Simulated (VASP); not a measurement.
The system is MgO.

```
CELL_PARAMETERS angstrom
2.95748 0.00000 0.00000
-1.47874 2.56125 0.00000
0.00000 0.00000 2.69743
ATOMIC_POSITIONS crystal
Mg 0.00000 0.00000 0.00000
O 0.33333 0.66667 0.50000
```

Base run:

| Item | Value |
| --- | --- |
| Program | VASP 6.6.1 |
| Functional | PBE |
| Potentials or basis | VASP PAW PBE potentials, release 64 (Mg, O) |
| Cutoff | 520 eV |
| k mesh | 10 × 10 × 10 |
| Occupations | fermi-dirac, width 0.05 eV |
| Spin | no spin polarisation |

Its results: band gap on the k mesh 2.86 eV, indirect (least direct gap 3.25 eV); pressure -3.3 GPa.

The run is repeated on the same cell with these changes: functional from PBE to PBEsol; further incar settings from ALGO = Normal; EDIFF = 1e-07; NBANDS = 11 to ALGO = Normal; EDIFF = 1e-06; NBANDS = 11. What comes out?

Band gap on the k mesh 2.78 eV, indirect (least direct gap 3.18 eV); pressure -6.8 GPa.

Caveats: the PAW data sets were made with another functional, which shifts forces and pressure a little (some runs).

A k mesh can miss the band edges.
